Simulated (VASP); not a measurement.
Set up this calculation in VASP 6.6.1, as the native input.

```
Task                   : single point
Functional             : PBE
Potentials or basis    : VASP PAW PBE potentials, release 64 (Al, Sc_sv)
Cutoff                 : 520 eV
k mesh                 : 9 × 9 × 1
Occupations            : gaussian, width 0.1 eV
Spin                   : no spin polarisation
Dipole correction      : yes
Further INCAR settings : ALGO = Normal; EDIFF = 1e-06; NBANDS = 46
```

The structure of Sc3Al11 lies in POSCAR:

```
Sc3Al11
1.0
    4.1053305961      0.0000000000      0.0000000000
    0.0000000000      4.1053305961      0.0000000000
    0.0000000000      0.0000000000     27.3159917883
Al Sc
11 3
Direct
    0.0000000000      0.5000000000      0.2745644404
    0.5000000000      0.0000000000      0.2745644404
    0.5000000000      0.5000000000      0.3497096269
    0.0000000000      0.5000000000      0.4248548135
    0.5000000000      0.0000000000      0.4248548135
    0.5000000000      0.5000000000      0.5000000000
    0.0000000000      0.5000000000      0.5751451865
    0.5000000000      0.0000000000      0.5751451865
    0.5000000000      0.5000000000      0.6502903731
    0.0000000000      0.5000000000      0.7254355596
    0.5000000000      0.0000000000      0.7254355596
    0.0000000000      0.0000000000      0.3497096269
    0.0000000000      0.0000000000      0.5000000000
    0.0000000000      0.0000000000      0.6502903731
```

The input as run:

INCAR

```
ALGO     = Normal         # electronic algorithm
DIPOL    = 0.5 0.5 0.500
EDIFF    = 1E-6           # SCF threshold, eV
ENCUT    = 520            # plane-wave cutoff, eV
GGA      = PE             # functional
IDIPOL   = 3            
ISIF     = 2              # what is computed and relaxed
ISMEAR   = 0              # smearing method
LASPH    = T              # aspherical terms in the spheres
LCHARG   = F              # write CHGCAR
LDIPOL   = T            
LREAL    = F              # projectors in reciprocal space
LWAVE    = F              # write WAVECAR
NBANDS   = 46             # bands
NELM     = 60             # most SCF steps
PREC     = Accurate       # precision mode
SIGMA    = 0.1            # smearing width, eV
```

KPOINTS

```
k-points
0
Gamma
  9 9 1
```

Potentials or basis: VASP PAW PBE potentials, release 64 (Al, Sc_sv).

Run with:

```sh
$ cat potpaw_PBE.64/Al/POTCAR potpaw_PBE.64/Sc_sv/POTCAR > POTCAR
$ mpirun -np 1 vasp_std > vasp.out
```

It gave:

```json
{
  "Largest force": "0.288 eV/Å",
  "Band gap on the k mesh": "zero (bands 33 and 34 overlap by 1.51 eV)"
}
```

It took 16 min on 1 thread of AMD EPYC 7R43 64-Core Processor (Zen 3), with other jobs on the host, peak memory 0.54 GiB.
